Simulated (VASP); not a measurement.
# GaAs (F-43m) in VASP: single point with HSE06

Aim: the single point of GaAs with HSE06.

Program: VASP 6.6.1. These are calculated values, not measurements. Logs are shortened: lines on timing, memory, paths and dates and some standing lists are left out, and cuts for length are marked.

## Step 1: The cell of the first run

Symmetry: F-43m, No. 216, cubic system. The conventional cell has a = 5.658 Å, b = 5.658 Å, c = 5.658 Å, α = 90.00°, β = 90.00°, γ = 90.00°. Ga (site symmetry -43m) has 4 As at 2.45 Å within 3.2 Å. Within 3.2 Å of As (site symmetry -43m) lie 4 Ga at 2.45 Å.

## Step 2: Single point, HSE06, non-collinear spin, zero start, spin-orbit coupling

Input file POSCAR:

```
GaAs
1.0
    0.0000000000      2.8291375014      2.8291375014
    2.8291375014      0.0000000000      2.8291375014
    2.8291375014      2.8291375014      0.0000000000
Ga As
1 1
Direct
    0.0000000000      0.0000000000      0.0000000000
    0.2500000000      0.2500000000      0.2500000000
```

Input file INCAR.step1:

```
SYSTEM = GaAs
ALGO = Normal ; EDIFF = 1E-5
ENCUT = 520 ; GGA = PE
GGA_COMPAT = .False. ; ISIF = 2
ISMEAR = 0 ; LASPH = .True.
LCHARG = .False. ; LORBIT = 11
LORBMOM = .True. ; LREAL = .False.
LSORBIT = .True. ; LWAVE = .True.
MAGMOM = 0 0 0 0 0 0 ; NBANDS = 30
NELM = 150 ; PREC = Accurate
SIGMA = 0.01
```

Input file INCAR.step2:

```
SYSTEM = GaAs
ALGO = Normal ; EDIFF = 1E-6
ENCUT = 520 ; GGA = PE
GGA_COMPAT = .False. ; HFSCREEN = 0.2079
ISIF = 2 ; ISMEAR = 0
ISTART = 1 ; LASPH = .True.
LCHARG = .False. ; LHFCALC = .True.
LORBIT = 11 ; LORBMOM = .True.
LREAL = .False. ; LSORBIT = .True.
LWAVE = .False. ; MAGMOM = 0 0 0 0 0 0
NBANDS = 30 ; NELM = 150
PREC = Accurate ; PRECFOCK = Normal
SIGMA = 0.01
```

Input file KPOINTS:

```
k-points
0
Gamma
  4 4 4
  0 0 0
```

Potentials or basis: VASP PAW PBE potentials, release 64 (Ga_d, As).

On the command line:

```sh
> cat potpaw_PBE.64/Ga_d/POTCAR potpaw_PBE.64/As/POTCAR > POTCAR
> cp INCAR.step1 INCAR
> mpirun -np 1 vasp_ncl > vasp.out
> cp INCAR.step2 INCAR
> mpirun -np 1 vasp_ncl > vasp.out
```

OUTCAR:

```text
SYSTEM = GaAs
   EDIFF = 1E-6
   ENCUT = 520
   GGA = PE
   HFSCREEN = 0.2079
   ISIF = 2
   ISMEAR = 0
   ISTART = 1
   LASPH = .True.
   LHFCALC = .True.
   LORBIT = 11
   LREAL = .False.
   LSORBIT = .True.
   NELM = 150
   PREC = Accurate
   PRECFOCK = Normal

 ion  position               nearest neighbor table
   1  0.000  0.000  0.000-   2 2.45   2 2.45   2 2.45   2 2.45
   2  0.250  0.250  0.250-   1 2.45   1 2.45   1 2.45   1 2.45

  LATTYP: Found a face centered cubic cell.
 ALAT       =     5.6582750028

  Lattice vectors:

 A1 = (   0.0000000000,   2.8291375014,   2.8291375014)
 A2 = (   2.8291375014,   0.0000000000,   2.8291375014)
 A3 = (   2.8291375014,   2.8291375014,   0.0000000000)

Analysis of symmetry for initial positions (statically):
=====================================================================
 Subroutine PRICEL returns:
 Original cell was already a primitive cell.

 Routine SETGRP: Setting up the symmetry group for a
 face centered cubic supercell.

 Subroutine GETGRP returns: Found 24 space group operations
 (whereof 24 operations were pure point group operations)
 out of a pool of 48 trial point group operations.

The static configuration has the point symmetry T_d .

Analysis of symmetry for dynamics (positions and initial velocities):
=====================================================================
 Subroutine PRICEL returns:
 Original cell was already a primitive cell.

 Routine SETGRP: Setting up the symmetry group for a
 face centered cubic supercell.

 Subroutine GETGRP returns: Found 24 space group operations
 (whereof 24 operations were pure point group operations)
 out of a pool of 48 trial point group operations.

The dynamic configuration has the point symmetry T_d .

Analysis of structural, dynamic, and magnetic symmetry:
=====================================================================
 Subroutine PRICEL returns:
 Original cell was already a primitive cell.

 Routine SETGRP: Setting up the symmetry group for a
 face centered cubic supercell.

 Subroutine GETGRP returns: Found 24 space group operations
 (whereof 24 operations were pure point group operations)
 out of a pool of 48 trial point group operations.

The overall configuration has the point symmetry T_d .

 Subroutine INISYM returns: Found 24 space group operations
 (whereof 24 operations are pure point group operations),
 and found     1 'primitive' translations

----------------------------------------------------------------------------------------

                                     Primitive cell

  volume of cell :      45.2889

  direct lattice vectors                    reciprocal lattice vectors
     0.000000000  2.829137501  2.829137501    -0.176732308  0.176732308  0.176732308
     2.829137501  0.000000000  2.829137501     0.176732308 -0.176732308  0.176732308
     2.829137501  2.829137501  0.000000000     0.176732308  0.176732308 -0.176732308

  length of vectors
     4.001004624  4.001004624  4.001004624     0.306109337  0.306109337  0.306109337

  position of ions in fractional coordinates (direct lattice)
     0.000000000  0.000000000  0.000000000
     0.250000000  0.250000000  0.250000000

  ion indices of the primitive-cell ions
   primitive index   ion index
                 1           1
                 2           2

----------------------------------------------------------------------------------------

 KPOINTS: k-points

Automatic generation of k-mesh.
 Grid dimensions read from file:
 generate k-points for:    4    4    4

 Generating k-lattice:

  Cartesian coordinates                     Fractional coordinates (reciprocal lattice)
    -0.044183077  0.044183077  0.044183077     0.250000000  0.000000000  0.000000000
     0.044183077 -0.044183077  0.044183077     0.000000000  0.250000000  0.000000000
[... 88 lines left out ...]

 number of electron      17.9999993 magnetization      -0.0000000      0.0000000      0.0000000

 number of electron      17.9999993 magnetization       0.0000000     -0.0000000     -0.0000000

 Free energy of the ion-electron system (eV)
  ---------------------------------------------------
  ext. energy  EPLUGINS =         0.00000000
  ---------------------------------------------------
  free energy    TOTEN  =        -9.72923905 eV

  energy without entropy =       -9.72923905  energy(sigma->0) =       -9.72923905

 E-fermi :   3.6788     XC(G=0):  -7.9392

 val. band max:        3.6142427644   @ k =   0.0000   0.0000   0.0000
 cond. band min:       4.9470898522   @ k =   0.0000   0.0000   0.0000
 fundamental gap:      1.3328470878
 Fermi energy:         3.6787512961

 k-point     1 :       0.0000    0.0000    0.0000
  band No.  band energies     occupation
      1     -14.1314      1.00000
      2     -14.1314      1.00000
      3     -14.1314      1.00000
      4     -14.1314      1.00000
      5     -13.7043      1.00000
      6     -13.7043      1.00000
[... 319 lines left out ...]
     29      16.8859      0.00000
     30      16.9905      0.00000

------------------------ aborting loop because EDIFF is reached ----------------------------------------

  FORCE on cell =-STRESS in cart. coord.  units (eV):
  Direction    XX          YY          ZZ          XY          YZ          ZX
  --------------------------------------------------------------------------------------
  -------------------------------------------------------------------------------------
  Total        0.3105051      0.3105051      0.3105051      0.0000000      0.0000000     -0.0000000
  in kB       10.9846731     10.9846731     10.9846731      0.0000000      0.0000000     -0.0000000
  external PRESSURE =      10.9846731 kB  Pullay stress =       0.0000000 kB

 VOLUME and BASIS-vectors are now :
 -----------------------------------------------------------------------------
  energy-cutoff  :      520.00
  volume of cell :       45.29
      direct lattice vectors                 reciprocal lattice vectors
     0.000000000  2.829137501  2.829137501    -0.176732308  0.176732308  0.176732308
     2.829137501  0.000000000  2.829137501     0.176732308 -0.176732308  0.176732308
     2.829137501  2.829137501  0.000000000     0.176732308  0.176732308 -0.176732308

 POSITION                                       TOTAL-FORCE (eV/Angst)
 -----------------------------------------------------------------------------------
      0.00000      0.00000      0.00000        -0.000000     -0.000000     -0.000000
      1.41457      1.41457      1.41457         0.000000      0.000000      0.000000
 -----------------------------------------------------------------------------------
    total drift:                                0.000001     -0.000003     -0.000004

  FREE ENERGIE OF THE ION-ELECTRON SYSTEM (eV)
  ---------------------------------------------------
  free  energy   TOTEN  =        -9.7292390509 eV

  energy  without entropy=       -9.7292390509  energy(sigma->0) =       -9.72923905

 orbital moment (x)

 # of ion     p       d       tot
 ----------------------------------------
  1         0.000  -0.000  -0.000
  2         0.000  -0.000   0.000
 ----------------------------------------
            0.000  -0.000  -0.000

 orbital moment (y)

 # of ion     p       d       tot
 ----------------------------------------
  1         0.000   0.000   0.000
  2         0.000  -0.000   0.000
 ----------------------------------------
            0.000   0.000   0.000

 orbital moment (z)

 # of ion     p       d       tot
 ----------------------------------------
  1         0.000  -0.000  -0.000
  2         0.000  -0.000   0.000
 ----------------------------------------
            0.000  -0.000  -0.000

 Spin-Orbit-Coupling matrix elements

 Ion:    1  E_soc:     -0.0105910
 l=   1
     0.0000000    -0.0010156    -0.0010156
    -0.0010156     0.0000000    -0.0010156
    -0.0010156    -0.0010156     0.0000000
 l=   2
     0.0000000    -0.0001515     0.0000000    -0.0001515    -0.0005981
    -0.0001515     0.0000000    -0.0004485    -0.0001515    -0.0001495
     0.0000000    -0.0004485     0.0000000    -0.0004485     0.0000000
    -0.0001515    -0.0001515    -0.0004485     0.0000000    -0.0001495
    -0.0005981    -0.0001495     0.0000000    -0.0001495     0.0000000
 l=   3
     0.0000000     0.0000000     0.0000000     0.0000000     0.0000000     0.0000000     0.0000000
     0.0000000     0.0000000     0.0000000     0.0000000     0.0000000     0.0000000     0.0000000
     0.0000000     0.0000000     0.0000000     0.0000000     0.0000000     0.0000000     0.0000000
     0.0000000     0.0000000     0.0000000     0.0000000     0.0000000     0.0000000     0.0000000
     0.0000000     0.0000000     0.0000000     0.0000000     0.0000000     0.0000000     0.0000000
     0.0000000     0.0000000     0.0000000     0.0000000     0.0000000     0.0000000     0.0000000
     0.0000000     0.0000000     0.0000000     0.0000000     0.0000000     0.0000000     0.0000000

 Ion:    2  E_soc:     -0.0226351
 l=   1
     0.0000000    -0.0037641    -0.0037641
    -0.0037641     0.0000000    -0.0037641
    -0.0037641    -0.0037641     0.0000000
 l=   2
     0.0000000    -0.0000051     0.0000000    -0.0000051    -0.0000033
    -0.0000051     0.0000000    -0.0000025    -0.0000051    -0.0000008
     0.0000000    -0.0000025     0.0000000    -0.0000025     0.0000000
    -0.0000051    -0.0000051    -0.0000025     0.0000000    -0.0000008
    -0.0000033    -0.0000008     0.0000000    -0.0000008     0.0000000
 l=   3
     0.0000000     0.0000000     0.0000000     0.0000000     0.0000000     0.0000000     0.0000000
     0.0000000     0.0000000     0.0000000     0.0000000     0.0000000     0.0000000     0.0000000
     0.0000000     0.0000000     0.0000000     0.0000000     0.0000000     0.0000000     0.0000000
     0.0000000     0.0000000     0.0000000     0.0000000     0.0000000     0.0000000     0.0000000
     0.0000000     0.0000000     0.0000000     0.0000000     0.0000000     0.0000000     0.0000000
     0.0000000     0.0000000     0.0000000     0.0000000     0.0000000     0.0000000     0.0000000
     0.0000000     0.0000000     0.0000000     0.0000000     0.0000000     0.0000000     0.0000000

 total charge

# of ion       s       p       d       tot
------------------------------------------
    1        0.826   0.807  10.012  11.644
    2        1.206   1.670   0.031   2.907
--------------------------------------------------
tot          2.032   2.477  10.042  14.551

 magnetization (x)

# of ion       s       p       d       tot
------------------------------------------
    1       -0.000  -0.000   0.000  -0.000
    2       -0.000   0.000  -0.000  -0.000
--------------------------------------------------
tot         -0.000  -0.000   0.000  -0.000

 magnetization (y)

# of ion       s       p       d       tot
------------------------------------------
    1       -0.000   0.000   0.000  -0.000
    2       -0.000   0.000   0.000  -0.000
--------------------------------------------------
tot         -0.000   0.000   0.000  -0.000

 magnetization (z)

# of ion       s       p       d       tot
------------------------------------------
    1        0.000  -0.000  -0.000   0.000
    2       -0.000   0.000  -0.000   0.000
--------------------------------------------------
tot          0.000   0.000  -0.000   0.000
```

It took 41 min on 1 thread of Oxide Virtual Turin-like, shared host; peak memory 0.37 GiB.

What came out:

```
Free energy                                           : -9.7292 eV
Pressure                                              : 1.1 GPa
Net moment                                            : 0.00 μB per cell
Valence electrons inside the program's atomic spheres : Ga 11.64; As 2.91
```

Moments on the atoms (μB; x, y, z):
```
Ga  0.00 0.00 0.00
As  0.00 0.00 0.00
```

Caveat: the k points lie up to 0.48 Å⁻¹ apart; the PAW data sets were made with another functional, which shifts forces and pressure a little.
